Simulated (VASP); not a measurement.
Runs of VASP 6.6.1 on Pt. The structure is that of space group Im-3m (No. 229), or close to it. The cells are those of the table. 

```tsv
cell	gap on the mesh (eV)	pressure (GPa)
a = 2.612 Å, angles 109.5°, 1 atom	none	31.6
a = 2.649 Å, angles 109.5°, 1 atom	none	14.8
a = 2.721 Å, angles 109.5°, 1 atom	none	(a)
a = 2.789 Å, angles 109.5°, 1 atom	none	(b)
a = 2.574 Å, angles 109.5°, 1 atom	none	54.6
a = 2.755 Å, angles 109.5°, 1 atom	none	-17.8
```

Alike in all rows: task single point; level LDA; potentials or basis VASP PAW LDA potentials, release 64 (Pt); no spin polarisation; k mesh 22 × 22 × 22; cutoff (eV) 520; smearing gaussian 0.15 eV.

Q: Estimate the missing entries.

A: (a) -9.6; (b) -24.1.

Caveats: spin-orbit coupling is left out, which moves the levels of the heavy elements.

A k mesh can miss the band edges, and the runs leave out spin-orbit coupling on Pt.

A gap of «none» marks levels without a gap at the run's occupations.
